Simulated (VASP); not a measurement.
# Nb (Im-3m) in VASP: single point with LDA

Aim: the single point of Nb with LDA.

Program: VASP 6.6.1. These are calculated values, not measurements. Logs are shortened: lines on timing, memory, paths and dates and some standing lists are left out, and cuts for length are marked.

**1. The cell of the first run**

Symmetry: Im-3m, No. 229, cubic system. Conventional cell: a = 3.328 Å, b = 3.328 Å, c = 3.328 Å, α = 90.00°, β = 90.00°, γ = 90.00°. Within 3.8 Å of Nb (site symmetry m-3m) lie 14 Nb at 2.88 to 3.33 Å.

**2. Single point, LDA**

INCAR reads:

```
SYSTEM = Nb
ALGO     = Normal         ! electronic algorithm
EDIFF    = 1E-6           ! SCF threshold, eV
ENCUT    = 500            ! plane-wave cutoff, eV
GGA      = CA             ! functional
GGA_COMPAT= .False.      
ISIF     = 2              ! what is computed and relaxed
ISMEAR   = 0              ! smearing method
LASPH    = .True.         ! aspherical terms in the spheres
LCHARG   = .True.         ! write CHGCAR
LELF     = .True.         ! ELF
LREAL    = .False.        ! projectors in reciprocal space
LVHAR    = .True.       
LWAVE    = .False.        ! write WAVECAR
NBANDS   = 12             ! bands
NELM     = 120            ! most SCF steps
PREC     = Accurate       ! precision mode
SIGMA    = 0.15           ! smearing width, eV
```

KPOINTS reads:

```
k-points
0
Gamma
  20 20 20
  0 0 0
```

POSCAR reads:

```
Nb
1.0
   -1.6639500000      1.6639500000      1.6639500000
    1.6639500000     -1.6639500000      1.6639500000
    1.6639500000      1.6639500000     -1.6639500000
Nb
1
Direct
    0.0000000000      0.0000000000      0.0000000000
```

Potentials or basis: VASP PAW LDA potentials, release 64 (Nb_sv).

The run is started by

```console
cat potpaw_LDA.64/Nb_sv/POTCAR > POTCAR
mpirun -np 1 vasp_std > vasp.out
```

OUTCAR:

```text
SYSTEM = Nb
   EDIFF = 1E-6
   ENCUT = 500
   GGA = CA
   ISIF = 2
   ISMEAR = 0
   LASPH = .True.
   LREAL = .False.
   NELM = 120
   PREC = Accurate

 ion  position               nearest neighbor table
   1  0.000  0.000  0.000-

  LATTYP: Found a body centered cubic cell.
 ALAT       =     3.3279000000

  Lattice vectors:

 A1 = (  -1.6639500000,   1.6639500000,   1.6639500000)
 A2 = (   1.6639500000,  -1.6639500000,   1.6639500000)
 A3 = (   1.6639500000,   1.6639500000,  -1.6639500000)

Analysis of symmetry for initial positions (statically):
=====================================================================
 Subroutine PRICEL returns:
 Original cell was already a primitive cell.

 Routine SETGRP: Setting up the symmetry group for a
 body centered cubic supercell.

 Subroutine GETGRP returns: Found 48 space group operations
 (whereof 48 operations were pure point group operations)
 out of a pool of 48 trial point group operations.

The static configuration has the point symmetry O_h .

Analysis of symmetry for dynamics (positions and initial velocities):
=====================================================================
 Subroutine PRICEL returns:
 Original cell was already a primitive cell.

 Routine SETGRP: Setting up the symmetry group for a
 body centered cubic supercell.

 Subroutine GETGRP returns: Found 48 space group operations
 (whereof 48 operations were pure point group operations)
 out of a pool of 48 trial point group operations.

The dynamic configuration has the point symmetry O_h .

 Subroutine INISYM returns: Found 48 space group operations
 (whereof 48 operations are pure point group operations),
 and found     1 'primitive' translations

----------------------------------------------------------------------------------------

                                     Primitive cell

  volume of cell :      18.4281

  direct lattice vectors                    reciprocal lattice vectors
    -1.663950000  1.663950000  1.663950000     0.000000000  0.300489798  0.300489798
     1.663950000 -1.663950000  1.663950000     0.300489798  0.000000000  0.300489798
     1.663950000  1.663950000 -1.663950000     0.300489798  0.300489798  0.000000000

  length of vectors
     2.882045941  2.882045941  2.882045941     0.424956748  0.424956748  0.424956748

  position of ions in fractional coordinates (direct lattice)
     0.000000000  0.000000000  0.000000000

  ion indices of the primitive-cell ions
[... 75 lines left out ...]
   LREAL  =      F    real-space projection
   EDIFFG = 0.1E-04   stopping-criterion for IOM
   NSW    =      0    number of steps for IOM
   IBRION =     -1    ionic relax: 0-MD 1-quasi-New 2-CG
   NFREE  =      0    steps in history (QN), initial steepest desc. (CG)
   ISIF   =      2    stress and relaxation
   ISYM   =      2    0-nonsym 1-usesym 2-fastsym
   POTIM  = 0.5000    time-step for ionic-motion
   TEBEG  =    0.0;   TEEND  =   0.0 temperature during run
   PSTRESS=    0.0 pullay stress
   NELECT =      13.0000    total number of electrons
   NUPDOWN=      -1.0000    fix difference up-down
   EMIN   =  10.00;   EMAX   =-10.00  energy-range for DOS
   EFERMI =   0.00;   METHOD = LEGACY
   ISMEAR =     0;   SIGMA  =   0.15  broadening in eV -4-tet -1-fermi 0-gaus
   EFERMI_NEDOS =   21; number of points for ismear=-14 and -15
   IALGO  =     38    algorithm
   IMIX   =      4    mixing-type and parameters
     AMIX     =   0.40;   BMIX     =  1.00
     AMIX_MAG =   1.60;   BMIX_MAG =  1.00
  volume/ion in A,a.u.               =      18.43       124.36
  Fermi-wavevector in a.u.,A,eV,Ry     =   1.457345  2.753983 28.896790  2.123854
  Thomas-Fermi vector in A             =   2.574157
   LORBIT       =      0    0 simple, 1 ext, 2 COOP (PROOUT), +10 PAW based schemes
   GGA     = CA    functional components
   LHFCALC =     F    Hartree Fock is set to
   AEXX    =    0.0000 exact exchange contribution
   IVDW    =     0    specifies the selected vdW correction
   LEPSILON=     F    determine dielectric tensor
   LRPA    =     F    only Hartree local field effects (RPA)
 non-spin polarized calculation
 Gauss-broadening in eV      SIGMA  =   0.15
  energy-cutoff  :      500.00
  volume of cell :       18.43
 maximum number of plane-waves:       484
 NGX is ok and might be reduce to    24
   NGX = 11   NGY = 11   NGZ = 11

 number of electron      12.9999999 magnetization

 Free energy of the ion-electron system (eV)
  ---------------------------------------------------
  ext. energy  EPLUGINS =         0.00000000
  ---------------------------------------------------
  free energy    TOTEN  =       -11.21160491 eV

  energy without entropy =      -11.19452409  energy(sigma->0) =      -11.20306450

 E-fermi :  10.6793     XC(G=0): -12.5979

 val. band max:       10.6781853514   @ k =  -0.3000   0.3500   0.1500
 cond. band min:      10.6972059616   @ k =  -0.1500   0.2000   0.0500
 fundamental gap:      0.0190206101
 Fermi energy:        10.6792987778

 k-point     1 :       0.0000    0.0000    0.0000
  band No.  band energies     occupation
      1     -43.4183      2.00000
      2     -18.9161      2.00000
      3     -18.9161      2.00000
      4     -18.9161      2.00000
      5       4.7922      2.00000
      6      11.0193      0.00135
      7      11.0193      0.00135
      8      11.0193      0.00135
      9      13.8449      0.00000
     10      13.8449      0.00000
     11      24.8519      0.00000
     12      24.8519      0.00000
[... 331 lines left out ...]
 k-point    24 :       0.2500    0.1000    0.0000
  band No.  band energies     occupation
      1     -43.2600      2.00000
      2     -19.7893      2.00000
      3     -19.2006      2.00000
      4     -18.9676      2.00000
      5       7.3339      2.00000
      6       9.6530      2.00000
      7      10.3868      1.99419
      8      13.2530      0.00000
      9      14.3421      0.00000
     10      14.6487      0.00000
     11      24.4332      0.00000
     12      25.5559      0.00000

 [... further k-points ...]
[... 5 lines left out ...]
  --------------------------------------------------------------------------------------
  -------------------------------------------------------------------------------------
  Total       -1.4303657     -1.4303657     -1.4303657      0.0000000     -0.0000000      0.0000000
  in kB     -124.3589013   -124.3589013   -124.3589013      0.0000000     -0.0000000      0.0000000
  external PRESSURE =    -124.3589013 kB  Pullay stress =       0.0000000 kB

 VOLUME and BASIS-vectors are now :
 -----------------------------------------------------------------------------
  energy-cutoff  :      500.00
  volume of cell :       18.43
      direct lattice vectors                 reciprocal lattice vectors
    -1.663950000  1.663950000  1.663950000     0.000000000  0.300489798  0.300489798
     1.663950000 -1.663950000  1.663950000     0.300489798  0.000000000  0.300489798
     1.663950000  1.663950000 -1.663950000     0.300489798  0.300489798  0.000000000

 POSITION                                       TOTAL-FORCE (eV/Angst)
 -----------------------------------------------------------------------------------
      0.00000      0.00000      0.00000        -0.000000      0.000000     -0.000000
 -----------------------------------------------------------------------------------
    total drift:                                0.000000      0.000000     -0.000000

  FREE ENERGIE OF THE ION-ELECTRON SYSTEM (eV)
  ---------------------------------------------------
  free  energy   TOTEN  =       -11.2116049051 eV

  energy  without entropy=      -11.1945240936  energy(sigma->0) =      -11.20306450
```

stdout:

```text
POSCAR found type information on POSCAR Nb
 POSCAR found :  1 types and       1 ions
 scaLAPACK will be used
 LDA part: xc-table for (Slater(with rela. corr.)+CA(PZ))
 , standard interpolation
 POSCAR, INCAR and KPOINTS ok, starting setup
 FFT: planning ... GRIDC
 FFT: planning ... GRID_SOFT
 FFT: planning ... GRID
 WAVECAR not read
 entering main loop
```

It took 35 s on 1 thread of Intel Xeon Platinum 8259CL at 2.50GHz (Skylake/Cascade Lake), shared host; peak memory 0.16 GiB.

What came out:

```yaml
Free_energy: -11.2116 eV
Pressure: -12.4 GPa
```
